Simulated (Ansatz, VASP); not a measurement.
**KI: VASP beside Ansatz**

```
K I
1.0
     0.00000    3.54429    3.54429
     3.54429    0.00000    3.54429
     3.54429    3.54429    0.00000
K I
1 1
Direct
  0.00000 0.00000 0.00000
  0.50000 0.50000 0.50000
```

Alike in both runs: task single point; functional r2SCAN; k mesh 4 × 4 × 4; occupations methfessel-paxton of order 1, width 0.5 eV; no spin polarisation.

```csv
,VASP,Ansatz
version,VASP 6.6.1,Ansatz 0.2.0
potentials or method,"VASP PAW PBE potentials, release 64 (K_sv, I)",plane waves
plane-wave cutoff (eV),520,500
valence electrons in the cell,16,26
```

VASP gave:

- pressure (GPa): -0.1

Question: Estimate Ansatz's values.

Answer: Pressure (GPa): 0.0.

VASP's potentials were made for PBE, not for r2SCAN. VASP's potentials hold 16 valence electrons a cell and Ansatz's 26, so a difference there can come from the potentials and not from the codes.

Neither program's run includes spin-orbit coupling.
